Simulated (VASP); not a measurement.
Wanted: the native input for a VASP 6.6.1 run.

| Property | Result |
| --- | --- |
| Task | single point |
| Functional | r2SCAN |
| Potentials or basis | VASP PAW PBE potentials, release 64 (Ti_sv) |
| Cutoff | 520 eV |
| k mesh | 9 × 9 × 12 |
| Occupations | fermi-dirac, width 0.1 eV |
| Spin | no spin polarisation |
| Dipole correction | no |
| Further INCAR settings | ALGO = Normal; EDIFF = 1e-06; NBANDS = 25 |

The system is Ti.

```
Ti
1.0
     4.56134    0.00000    0.00000
    -2.28067    3.95024    0.00000
     0.00000    0.00000    2.79630
Ti
3
Direct
  0.00000 0.00000 0.00000
  0.33333 0.66667 0.50000
  0.66667 0.33333 0.50000
```

This isn't the form of Ti at room conditions, which is hcp.

The input as run:

POSCAR

```
Ti
1.0
    4.5613427102      0.0000000000      0.0000000000
   -2.2806713551      3.9502417786      0.0000000000
    0.0000000000      0.0000000000      2.7963014006
Ti
3
Direct
    0.0000000000      0.0000000000      0.0000000000
    0.3333333333      0.6666666667      0.5000000000
    0.6666666667      0.3333333333      0.5000000000
```

INCAR.step1

```
SYSTEM = Ti
PREC = Accurate ; ENCUT = 520
ISMEAR = -1 ; SIGMA = 0.1
LREAL = .False. ; LASPH = .True.
NELM = 100 ; NBANDS = 25
GGA = PE ; ALGO = Normal
EDIFF = 1E-4 ; LWAVE = .True.
LCHARG = .False.
```

INCAR.step2

```
SYSTEM = Ti
PREC = Accurate ; ENCUT = 520
EDIFF = 1E-6 ; ISMEAR = -1
SIGMA = 0.1 ; LREAL = .False.
LASPH = .True. ; NELM = 100
ALGO = Normal ; ISIF = 2
LWAVE = .False. ; LCHARG = .False.
METAGGA = R2SCAN ; LMIXTAU = .True.
NBANDS = 25 ; ISTART = 1
```

KPOINTS

```
Automatic mesh
0
Gamma
  9 9 12
  0 0 0
```

Potentials or basis: VASP PAW PBE potentials, release 64 (Ti_sv).

The run is started by

```sh
$ cat potpaw_PBE.64/Ti_sv/POTCAR > POTCAR
$ cp INCAR.step1 INCAR
$ mpirun -np 1 vasp_std > vasp.out
$ cp INCAR.step2 INCAR
$ mpirun -np 1 vasp_std > vasp.out
```

It gave:

The pressure is 2.1 GPa and the band gap on the k mesh is zero (bands 18 and 19 overlap by 0.17 eV).

Caveat: the PAW data sets were made with another functional, which shifts forces and pressure a little.

Wall time 2.6 min on 1 thread of Intel(R) Xeon(R) 6975P-C (Granite Rapids) (shared host), peak memory 0.23 GiB.
